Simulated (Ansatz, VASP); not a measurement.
**InAgTe2 in VASP and in Ansatz**

INCAR

```
SYSTEM = InAgTe2
PREC = Accurate
ENCUT = 500
EDIFF = 1E-6
ISMEAR = -1
SIGMA = 0.02
LREAL = .False.
LASPH = .True.
NELM = 120
ALGO = Normal
ISIF = 2
LWAVE = .False.
LCHARG = .True.
GGA = PE
LELF = .True.
LVHAR = .True.
NBANDS = 46
GGA_COMPAT = .False.
```

Contents of KPOINTS:

```
regular mesh
0
Gamma
  4 4 4
  0 0 0
```

POSCAR

```
InAgTe2
1.0
   -3.2826936540      3.2826936540      6.5089015163
    3.2826936540     -3.2826936540      6.5089015163
    3.2826936540      3.2826936540     -6.5089015163
Ag Te In
2 4 2
Direct
    0.0000000000      0.0000000000      0.0000000000
    0.7500000000      0.2500000000      0.5000000000
    0.3750000000      0.3693298450      0.4943298450
    0.1193298450      0.6250000000     -0.0056701550
    0.8750000000      0.8806701550      0.5056701550
    0.6306701550      0.1250000000      0.0056701550
    0.5000000000      0.5000000000      0.0000000000
    0.2500000000      0.7500000000      0.5000000000
```

Input for Ansatz:

```yaml
crystal:
  lattice:
    - [-3.282693654, 3.282693654, 6.5089015163]
    - [3.282693654, -3.282693654, 6.5089015163]
    - [3.282693654, 3.282693654, -6.5089015163]
  atoms:
    - { symbol: Ag, position: [0.0, 0.0, 0.0] }
    - { symbol: Te, position: [0.375, 0.369329845, 0.494329845] }
    - { symbol: Ag, position: [0.75, 0.25, 0.5] }
    - { symbol: Te, position: [0.119329845, 0.625, -0.005670155] }
    - { symbol: In, position: [0.5, 0.5, 0.0] }
    - { symbol: Te, position: [0.875, 0.880670155, 0.505670155] }
    - { symbol: In, position: [0.25, 0.75, 0.5] }
    - { symbol: Te, position: [0.630670155, 0.125, 0.005670155] }
kpoints:
  mp_grid: { grid: [4, 4, 4] }
hamiltonian:
  xc: pbe
scf:
  occupations: { method: fermi_dirac, width: 0.02 }
  n_extra_bands: 6
output:
  forces: true
  stress: true
  eigenvalues: true
```

Alike in both runs: task single point; functional PBE; k mesh 4 × 4 × 4; occupations fermi-dirac, width 0.02 eV; no spin polarisation.

```csv
,VASP,Ansatz
version,VASP 6.6.1,Ansatz 0.2.0
potentials or method,"VASP PAW PBE potentials, release 64 (Ag, Te, In_d)","plane waves, PAW"
plane-wave cutoff (eV),500,420
valence electrons in the cell,72,128
```

```csv
,VASP,Ansatz,Ansatz less VASP
pressure (GPa),0.0,0.0,+0.03
```

With one functional, cell and mesh, what is left measures potentials, basis and numerics. VASP's potentials hold 72 valence electrons a cell and Ansatz's 128, so a difference there can come from the potentials and not from the codes.

Neither program's run includes spin-orbit coupling.
